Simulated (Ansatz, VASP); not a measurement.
## Si3N4 in VASP and in Ansatz

The input POSCAR:

```
Si3N4
1.0
    7.3774941341      0.0000000000      0.0000000000
   -3.6887470671      6.3890973364      0.0000000000
    0.0000000000      0.0000000000      2.8184770724
Si N
6 8
Direct
    0.2362845428      0.8298569177      0.7500000000
    0.4064276252      0.2362845428      0.2500000000
    0.8298569177      0.5935723748      0.2500000000
    0.1701430823      0.4064276252      0.7500000000
    0.5935723748      0.7637154572      0.7500000000
    0.7637154572      0.1701430823      0.2500000000
    0.3333333333      0.6666666667      0.7500000000
    0.6666666667      0.3333333333      0.2500000000
    0.9741331872      0.6710468702      0.7500000000
    0.3030863170      0.9741331872      0.2500000000
    0.6710468702      0.6969136830      0.2500000000
    0.3289531298      0.3030863170      0.7500000000
    0.0258668128      0.3289531298      0.2500000000
    0.6969136830      0.0258668128      0.7500000000
```

INCAR.step1

```
SYSTEM = Si3N4
  PREC = Accurate
  ENCUT = 520
  ISMEAR = 0
  SIGMA = 0.01
  LREAL = .FALSE.
  LASPH = .TRUE.
  NELM = 100
  NBANDS = 45
  GGA = PE
  ALGO = Normal
  EDIFF = 1E-4
  LWAVE = .TRUE.
  LCHARG = .FALSE.
```

Contents of INCAR.step2:

```
SYSTEM = Si3N4
  PREC = Accurate
  ENCUT = 520
  EDIFF = 1E-6
  ISMEAR = 0
  SIGMA = 0.01
  LREAL = .FALSE.
  LASPH = .TRUE.
  NELM = 100
  ALGO = Normal
  ISIF = 2
  LWAVE = .FALSE.
  LCHARG = .FALSE.
  METAGGA = R2SCAN
  LMIXTAU = .TRUE.
  NBANDS = 45
  ISTART = 1
```

File KPOINTS:

```
Automatic mesh
0
G
  6 6 8
  0 0 0
```

Input for Ansatz:

```yaml
crystal:
  lattice:
    - [7.3774941341, 0.0, 0.0]
    - [-3.6887470671, 6.3890973364, 0.0]
    - [0.0, 0.0, 2.8184770724]
  atoms:
    - { symbol: Si, position: [0.2362845428, 0.8298569177, 0.75] }
    - { symbol: Si, position: [0.4064276252, 0.2362845428, 0.25] }
    - { symbol: Si, position: [0.8298569177, 0.5935723748, 0.25] }
    - { symbol: Si, position: [0.1701430823, 0.4064276252, 0.75] }
    - { symbol: Si, position: [0.5935723748, 0.7637154572, 0.75] }
    - { symbol: Si, position: [0.7637154572, 0.1701430823, 0.25] }
    - { symbol: "N", position: [0.3333333333, 0.6666666667, 0.75] }
    - { symbol: "N", position: [0.6666666667, 0.3333333333, 0.25] }
    - { symbol: "N", position: [0.9741331872, 0.6710468702, 0.75] }
    - { symbol: "N", position: [0.303086317, 0.9741331872, 0.25] }
    - { symbol: "N", position: [0.6710468702, 0.696913683, 0.25] }
    - { symbol: "N", position: [0.3289531298, 0.303086317, 0.75] }
    - { symbol: "N", position: [0.0258668128, 0.3289531298, 0.25] }
    - { symbol: "N", position: [0.696913683, 0.0258668128, 0.75] }
kpoints:
  mp_grid: { grid: [6, 6, 8] }
  band_path:
    path:
      - [0.0, 0.0, 0.0]
      - [0.5, 0.0, 0.0]
      - [0.3333333333, 0.3333333333, 0.0]
      - [0.0, 0.0, 0.5]
      - [0.5, 0.0, 0.5]
      - [0.3333333333, 0.3333333333, 0.5]
      - [0.0, 0.0, 0.15625]
    npoints: 1
hamiltonian:
  xc: r2scan
scf:
  occupations: { method: fixed }
  n_extra_bands: 7
output:
  forces: true
  stress: true
  eigenvalues: true
```

Change from the starting cell: hydrostatic strain -3.0%.

Alike in both runs: task single point; functional r2SCAN; k mesh 6 × 6 × 8; no spin polarisation.

```csv
,VASP,Ansatz
version,VASP 6.6.1,Ansatz 0.2.0
potentials or method,"VASP PAW PBE potentials, release 64 (Si, N)","plane waves, PAW"
plane-wave cutoff (eV),520,500
occupations,"gaussian, width 0.01 eV",fixed
valence electrons in the cell,64,64
```

Ansatz gave:

- gap on the k mesh at the Fermi level (eV): 5.39
- pressure (GPa): 27.6
- traceless stress, the component that is largest in VASP (GPa): 1.29

Q: What did VASP give for the same quantities?

A: gap on the k mesh at the Fermi level (eV): 5.38; pressure (GPa): 27.5; traceless stress, the component that is largest in VASP (GPa): 1.24.

VASP's potentials were made for PBE, not for r2SCAN.
